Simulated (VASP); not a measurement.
Write the native input for VASP 6.6.1 that does the following.

* Task: single point
* Functional: HSE06
* Potentials or basis: VASP PAW PBE potentials, release 64 (Ga_d, N)
* Cutoff: 520 eV
* k mesh: 6 × 6 × 6
* Occupations: gaussian, width 0.001 eV
* Spin: no spin polarisation
* Dipole correction: no
* Grid for exact exchange (PRECFOCK): Normal
* Further INCAR settings: ALGO = Normal; EDIFF = 1e-06; NBANDS = 16
* Share of exact exchange: 0.25
* Screening parameter: 0.2079 1/Å

The system is GaN.

```
CELL_PARAMETERS angstrom
0.00000 2.10852 2.10852
2.10852 0.00000 2.10852
2.10852 2.10852 0.00000
ATOMIC_POSITIONS crystal
Ga 0.50000 0.50000 0.50000
N 0.00000 0.00000 0.00000
```

One way to write it, as run:

POSCAR

```
GaN
1.0
    0.0000000000      2.1085153689      2.1085153689
    2.1085153689      0.0000000000      2.1085153689
    2.1085153689      2.1085153689      0.0000000000
Ga N
1 1
Direct
    0.5000000000      0.5000000000      0.5000000000
    0.0000000000      0.0000000000      0.0000000000
```

INCAR.step1

```
PREC     = Accurate       # precision mode
ENCUT    = 520            # plane-wave cutoff, eV
EDIFF    = 1E-5           # SCF threshold, eV
ISMEAR   = 0              # smearing method
SIGMA    = 0.001          # smearing width, eV
LREAL    = False          # projectors in reciprocal space
LASPH    = True           # aspherical terms in the spheres
NELM     = 60             # most SCF steps
ALGO     = Normal         # electronic algorithm
ISIF     = 2              # what is computed and relaxed
LWAVE    = True           # write WAVECAR
LCHARG   = False          # write CHGCAR
NBANDS   = 16             # bands
GGA      = PE             # functional
```

INCAR.step2

```
PREC     = Accurate       # precision mode
ENCUT    = 520            # plane-wave cutoff, eV
EDIFF    = 1E-6           # SCF threshold, eV
ISMEAR   = 0              # smearing method
SIGMA    = 0.001          # smearing width, eV
LREAL    = False          # projectors in reciprocal space
LASPH    = True           # aspherical terms in the spheres
NELM     = 60             # most SCF steps
ALGO     = Normal         # electronic algorithm
ISIF     = 2              # what is computed and relaxed
LWAVE    = False          # write WAVECAR
LCHARG   = False          # write CHGCAR
GGA      = PE             # functional
LHFCALC  = True           # exact exchange
HFSCREEN = 0.2079         # screening, 1/A
PRECFOCK = Normal       
NBANDS   = 16             # bands
ISTART   = 1
```

KPOINTS

```
regular mesh
0
Gamma
  6 6 6
```

Potentials or basis: VASP PAW PBE potentials, release 64 (Ga_d, N).

Run with:

```sh
$ cat potpaw_PBE.64/Ga_d/POTCAR potpaw_PBE.64/N/POTCAR > POTCAR
$ cp INCAR.step1 INCAR
$ mpirun -np 1 vasp_std > vasp.out
$ cp INCAR.step2 INCAR
$ mpirun -np 1 vasp_std > vasp.out
```

It gave:

```
Pressure               : -0.4 GPa
Band gap on the k mesh : 1.89 eV (least direct gap 4.16 eV)
```

Caveat: the k points lie up to 0.43 Å⁻¹ apart; the PAW data sets were made with another functional, which shifts forces and pressure a little.

It took 38 min on 1 thread of Oxide Virtual Turin-like Processor, with other jobs on the host, peak memory 0.22 GiB.
